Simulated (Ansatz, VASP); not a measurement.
**Two plane-wave programs on Pt**

File INCAR:

```
SYSTEM = Pt
PREC = Accurate
ENCUT = 500
EDIFF = 1E-6
ISMEAR = 1
SIGMA = 0.21
LREAL = .False.
LASPH = .True.
NELM = 120
ALGO = Normal
ISIF = 2
LWAVE = .False.
LCHARG = .False.
GGA = PE
NBANDS = 11
GGA_COMPAT = .False.
```

File KPOINTS:

```
Automatic mesh
0
Gamma
  8 8 8
  0 0 0
```

File POSCAR:

```
Pt
1.0
    0.0000000000      1.9785200000      1.9785200000
    1.9785200000      0.0000000000      1.9785200000
    1.9785200000      1.9785200000      0.0000000000
Pt
1
Direct
    0.0000000000      0.0000000000      0.0000000000
```

Input for Ansatz:

```yaml
crystal:
  lattice:
    - [0.0, 1.97852, 1.97852]
    - [1.97852, 0.0, 1.97852]
    - [1.97852, 1.97852, 0.0]
  atoms:
    - { symbol: Pt, position: [0.0, 0.0, 0.0] }
  symmetry: { tolerance: 0.0003 }
kpoints:
  mp_grid: { grid: [8, 8, 8], shift: [0, 0, 0] }
magnetization:
  spin_polarized: false
scf:
  occupations: { method: cold, width: 0.21 }
hamiltonian:
  pseudopotentials: { kind: paw }
  xc: pbe
basis:
  ecutwfc: 420
output:
  forces: true
  stress: true
  eigenvalues: true
```

Alike in both runs: task single point; functional PBE; k mesh 8 × 8 × 8; no spin polarisation.

|  | VASP | Ansatz |
| --- | --- | --- |
| version | VASP 6.6.1 | Ansatz 0.2.0 |
| potentials or method | VASP PAW PBE potentials, release 64 (Pt), cutoff 500 eV | PAW plane waves |
| occupations | methfessel-paxton of order 1, width 0.21 eV | cold, width 0.21 eV |
| valence electrons in the cell | 10 | 18 |

|  | VASP | Ansatz | Ansatz less VASP |
| --- | --- | --- | --- |
| gap on the k mesh at the Fermi level (eV) | none | none | - |
| pressure (GPa) | 1.3 | 1.7 | +0.43 |

A gap of «none» marks a metal or a gap that the smearing closes. VASP's potentials hold 10 valence electrons a cell and Ansatz's 18, so a difference there can come from the potentials and not from the codes.

Spin-orbit coupling is off throughout.
